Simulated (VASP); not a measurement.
# CoO (Fm-3m) in VASP: single point with LDA+U

Aim: the single point of CoO with LDA+U.

Everything below comes from runs of VASP 6.6.1. Logs are shortened: lines on timing, memory, paths and dates and some standing lists are left out, and cuts for length are marked.

### 1 The cell of the first run

It takes space group Fm-3m (No. 225, cubic). Conventional cell: a = 4.260 Å, b = 4.260 Å, c = 4.260 Å, α = 90.00°, β = 90.00°, γ = 90.00°. Within 2.8 Å of Co (site symmetry m-3m) lie 6 O at 2.13 Å. Within 2.8 Å of O (site symmetry m-3m) lie 6 Co at 2.13 Å.

### 2 Single point, LDA+U, collinear spin, antiferromagnetic start

The input, INCAR:

```
SYSTEM = CoO
  ALGO = Normal
  EDIFF = 1E-6
  ENCUT = 600
  GGA_COMPAT = .FALSE.
  ISIF = 2
  ISMEAR = 0
  ISPIN = 2
  LASPH = .TRUE.
  LCHARG = .TRUE.
  LDAU = .TRUE.
  LDAUJ = 0 0
  LDAUL = 2 -1
  LDAUPRINT = 1
  LDAUTYPE = 2
  LDAUU = 4 0
  LELF = .TRUE.
  LMAXMIX = 4
  LORBIT = 11
  LREAL = .FALSE.
  LVHAR = .TRUE.
  LWAVE = .FALSE.
  MAGMOM = 3 -3 0 0
  NBANDS = 35
  NELM = 200
  PREC = Accurate
  SIGMA = 0.02
```

The input, KPOINTS:

```
k-points
0
G
  6 6 6
  0 0 0
```

The input, POSCAR:

```
CoO
1.0
    2.1300000000      2.1300000000      4.2600000000
    4.2600000000      2.1300000000      2.1300000000
    2.1300000000      4.2600000000      2.1300000000
Co O
2 2
Direct
    0.0000000000      0.0000000000      0.0000000000
    0.5000000000      0.5000000000      0.5000000000
    0.2500000000      0.2500000000      0.2500000000
    0.7500000000      0.7500000000      0.7500000000
```

Potentials or basis: VASP PAW LDA potentials, release 64 (Co_sv, O).

Run with:

```
> cat potpaw_LDA.64/Co_sv/POTCAR potpaw_LDA.64/O/POTCAR > POTCAR
> mpirun -np 1 vasp_std > vasp.out
```

OUTCAR:

```text
SYSTEM = CoO
   EDIFF = 1E-6
   ENCUT = 600
   ISIF = 2
   ISMEAR = 0
   ISPIN = 2
   LASPH = .TRUE.
   LORBIT = 11
   LREAL = .FALSE.
   NELM = 200
   PREC = Accurate

 ion  position               nearest neighbor table
   1  0.000  0.000  0.000-   4 2.13   4 2.13   4 2.13   3 2.13   3 2.13   3 2.13
   2  0.500  0.500  0.500-   3 2.13   3 2.13   3 2.13   4 2.13   4 2.13   4 2.13
   3  0.250  0.250  0.250-   1 2.13   1 2.13   1 2.13   2 2.13   2 2.13   2 2.13
   4  0.750  0.750  0.750-   2 2.13   2 2.13   2 2.13   1 2.13   1 2.13   1 2.13

  LATTYP: Found a trigonal (rhomboedric) cell.
 ALAT       =     5.2174131521
 COS(alpha) =     0.8333333333

  Lattice vectors:

 A1 = (   2.1300000000,   2.1300000000,   4.2600000000)
 A2 = (   4.2600000000,   2.1300000000,   2.1300000000)
 A3 = (   2.1300000000,   4.2600000000,   2.1300000000)

Analysis of symmetry for initial positions (statically):
=====================================================================
 Subroutine PRICEL returns following result:

  LATTYP: Found a face centered cubic cell.
 ALAT       =     4.2600000000
[... 12 lines left out ...]
 Subroutine GETGRP returns: Found 12 space group operations
 (whereof 12 operations were pure point group operations)
 out of a pool of 12 trial point group operations.

The static configuration has the point symmetry D_3d.

Analysis of symmetry for dynamics (positions and initial velocities):
=====================================================================
 Subroutine PRICEL returns following result:

  LATTYP: Found a face centered cubic cell.
 ALAT       =     4.2600000000
[... 12 lines left out ...]
 Subroutine GETGRP returns: Found 12 space group operations
 (whereof 12 operations were pure point group operations)
 out of a pool of 12 trial point group operations.

The dynamic configuration has the point symmetry D_3d.

Analysis of structural, dynamic, and magnetic symmetry:
=====================================================================
 Subroutine PRICEL returns following result:

  LATTYP: Found a face centered cubic cell.
 ALAT       =     4.2600000000
[... 219 lines left out ...]
  o =  0.9017  v =  0.2853  0.5076 -0.0637 -0.7929 -0.1677  0.0000  0.0000  0.0000  0.0000  0.0000      0.0000  0.0000  0.0000  0.0000  0.0000  0.0000  0.0000  0.0000  0.0000  0.0000
  o =  0.9017  v = -0.7509  0.6225  0.1677  0.1284 -0.0637  0.0000  0.0000  0.0000  0.0000  0.0000      0.0000  0.0000  0.0000  0.0000  0.0000  0.0000  0.0000  0.0000  0.0000  0.0000
  o =  0.9185  v =  0.0000  0.0000  0.0000  0.0000  0.0000  0.0047 -0.7090  0.0002  0.7042 -0.0371      0.0000  0.0000  0.0000  0.0000  0.0000  0.0000  0.0000  0.0000  0.0000  0.0000
  o =  0.9185  v =  0.0000  0.0000  0.0000  0.0000  0.0000  0.8159 -0.4039  0.0371 -0.4121  0.0002      0.0000  0.0000  0.0000  0.0000  0.0000  0.0000  0.0000  0.0000  0.0000  0.0000
  o =  0.9269  v =  0.0000  0.0000  0.0000  0.0000  0.0000 -0.5774 -0.5774  0.0000 -0.5774 -0.0000      0.0000  0.0000  0.0000  0.0000  0.0000  0.0000  0.0000  0.0000  0.0000  0.0000
  o =  0.9476  v =  0.0000  0.0000  0.0000  0.0000  0.0000 -0.0005  0.0264  0.0161 -0.0260 -0.9992      0.0000  0.0000  0.0000  0.0000  0.0000  0.0000  0.0000  0.0000  0.0000  0.0000
  o =  0.9476  v =  0.0000  0.0000  0.0000  0.0000  0.0000  0.0303 -0.0147 -0.9992 -0.0155 -0.0161      0.0000  0.0000  0.0000  0.0000  0.0000  0.0000  0.0000  0.0000  0.0000  0.0000

 number of electron      45.9999982 magnetization       0.0000000

 Free energy of the ion-electron system (eV)
  ---------------------------------------------------
  ext. energy  EPLUGINS =         0.00000000
  ---------------------------------------------------
  free energy    TOTEN  =       -25.66922292 eV

  energy without entropy =      -25.66922292  energy(sigma->0) =      -25.66922292

 E-fermi :   7.8807     XC(G=0): -13.1724

 val. band max:        7.6687025986   @ k =   0.5000   0.5000   0.0000
 cond. band min:       9.5591886182   @ k =   0.5000   0.5000   0.5000
 fundamental gap:      1.8904860196
 Fermi energy:         7.8806675441

 spin component 1

 k-point     1 :       0.0000    0.0000    0.0000
  band No.  band energies     occupation
      1     -87.1480      1.00000
      2     -84.2313      1.00000
      3     -51.5575      1.00000
      4     -50.6618      1.00000
      5     -50.6618      1.00000
      6     -48.4287      1.00000
[... 1817 lines left out ...]
     34      23.8894      0.00000
     35      25.3408      0.00000

 [... further k-points ...]
[... 5 lines left out ...]
  --------------------------------------------------------------------------------------
  -------------------------------------------------------------------------------------
  Total       -3.6555492     -3.6555492     -3.6555492     -0.0190088     -0.0190088     -0.0190088
  in kB     -151.5180647   -151.5180647   -151.5180647     -0.7878926     -0.7878926     -0.7878926
  external PRESSURE =    -151.5180647 kB  Pullay stress =       0.0000000 kB

 VOLUME and BASIS-vectors are now :
 -----------------------------------------------------------------------------
  energy-cutoff  :      600.00
  volume of cell :       38.65
      direct lattice vectors                 reciprocal lattice vectors
     2.130000000  2.130000000  4.260000000    -0.117370892 -0.117370892  0.352112676
     4.260000000  2.130000000  2.130000000     0.352112676 -0.117370892 -0.117370892
     2.130000000  4.260000000  2.130000000    -0.117370892  0.352112676 -0.117370892

 POSITION                                       TOTAL-FORCE (eV/Angst)
 -----------------------------------------------------------------------------------
      0.00000      0.00000      0.00000         0.000000     -0.000000     -0.000000
      4.26000      4.26000      4.26000         0.000000     -0.000000     -0.000000
      2.13000      2.13000      2.13000        -0.000000      0.000000     -0.000000
      6.39000      6.39000      6.39000        -0.000000     -0.000000      0.000000
 -----------------------------------------------------------------------------------
    total drift:                               -0.000000     -0.000000      0.000000

  FREE ENERGIE OF THE ION-ELECTRON SYSTEM (eV)
  ---------------------------------------------------
  free  energy   TOTEN  =       -25.6692229205 eV

  energy  without entropy=      -25.6692229205  energy(sigma->0) =      -25.66922292

 total charge

# of ion       s       p       d       tot
------------------------------------------
    1        2.148   6.063   6.711  14.922
    2        2.148   6.063   6.711  14.922
    3        1.538   3.430   0.000   4.968
    4        1.538   3.430   0.000   4.968
--------------------------------------------------
tot          7.372  18.986  13.421  39.780

 magnetization (x)

# of ion       s       p       d       tot
------------------------------------------
    1        0.002   0.003   2.576   2.581
    2       -0.002  -0.003  -2.576  -2.581
    3        0.000   0.000   0.000   0.000
    4        0.000   0.000   0.000   0.000
--------------------------------------------------
tot          0.000   0.000   0.000   0.000
```

OSZICAR:

```text
N       E                     dE             d eps       ncg     rms          rms(c)
DAV:   1     0.758234751577E+03    0.75823E+03   -0.26742E+04  6553   0.400E+03
DAV:   2     0.361831142708E+02   -0.72205E+03   -0.68058E+03  6842   0.104E+03
DAV:   3    -0.261517675943E+02   -0.62335E+02   -0.59984E+02  6954   0.280E+02
[... 10 lines left out ...]
DAV:  14    -0.256689602251E+02   -0.64685E-03   -0.17281E-03  5773   0.494E-01    0.892E-02
DAV:  15    -0.256691434048E+02   -0.18318E-03   -0.27640E-04  6548   0.191E-01    0.501E-02
DAV:  16    -0.256692014356E+02   -0.58031E-04   -0.53650E-05  7526   0.113E-01    0.284E-02
DAV:  17    -0.256692183094E+02   -0.16874E-04   -0.13116E-05  6738   0.536E-02    0.129E-02
DAV:  18    -0.256692225608E+02   -0.42514E-05   -0.33013E-06  5104   0.372E-02    0.430E-03
DAV:  19    -0.256692229205E+02   -0.35966E-06   -0.28092E-06  4691   0.201E-02
   1 F= -.25669223E+02 E0= -.25669223E+02  d E =-.259376E-52  mag=     0.0000
```

stdout:

```text
POSCAR found type information on POSCAR CoO
 POSCAR found :  2 types and       4 ions
 scaLAPACK will be used
 LDA part: xc-table for (Slater(with rela. corr.)+CA(PZ))
 , standard interpolation
 POSCAR, INCAR and KPOINTS ok, starting setup
 FFT: planning ... GRIDC
 FFT: planning ... GRID_SOFT
 FFT: planning ... GRID
 WAVECAR not read
 entering main loop
```

It took 3.2 min on 1 thread of Intel Xeon 6975P-C (Granite Rapids), shared host; peak memory 0.26 GiB.

Results:

| Quantity | Value |
| --- | --- |
| Free energy | -25.6692 eV |
| Pressure | -15.2 GPa |
| Band gap on the k mesh | 1.89 eV |
| Net moment | 0.00 μB per cell |
| Site moments | Co +2.58, -2.58; O +0.00 μB |
| Valence electrons inside the program's atomic spheres | Co 14.92; O 4.97 |

Levels at points of the mesh, in eV from the valence-band top:
Spin up:
| k point | band 21 | band 22 | band 23 | band 24 | band 25 | band 26 |
| --- | --- | --- | --- | --- | --- | --- |
| (0.00, 0.00, 0.00) | -1.49 | -0.97 | -0.97 | 2.13 | 2.17 | 3.62 |
| (0.50, 0.00, 0.00) | -0.95 | -0.79 | -0.25 | 2.44 | 3.40 | 3.48 |
| (0.50, 0.50, 0.00) | -1.01 | -0.77 | 0.00 | 2.46 | 3.69 | 3.86 |
| (0.50, 0.50, 0.50) | -1.12 | -0.38 | -0.38 | 1.89 | 3.37 | 3.37 |
Spin down:
```
           k point  band 19  band 20  band 21  band 22  band 23  band 24  band 25  band 26  band 27  band 28
(0.00, 0.00, 0.00)    -1.86    -1.49    -1.49    -0.97    -0.97     2.13     2.17     3.62     3.62     5.89
(0.50, 0.00, 0.00)    -2.20    -1.18    -0.95    -0.79    -0.25     2.44     3.40     3.48     7.86     8.23
(0.50, 0.50, 0.00)    -2.53    -1.52    -1.01    -0.77     0.00     2.46     3.69     3.86     5.99     6.93
(0.50, 0.50, 0.50)    -2.90    -1.12    -1.12    -0.38    -0.38     1.89     3.37     3.37     4.70     4.93
```

Eigenvalues of the final occupation matrices:
| site | spin | trace | eigenvalues |
| --- | --- | --- | --- |
| site 1 d | 1 | 4.66 | 0.92 0.92 0.93 0.95 0.95 |
| site 1 d | 2 | 2.08 | 0.04 0.12 0.12 0.90 0.90 |
| site 2 d | 1 | 2.08 | 0.04 0.12 0.12 0.90 0.90 |
| site 2 d | 2 | 4.66 | 0.92 0.92 0.93 0.95 0.95 |

Caveat: the cell stands under tension. The state reached can hang on the start; a lower one may exist.
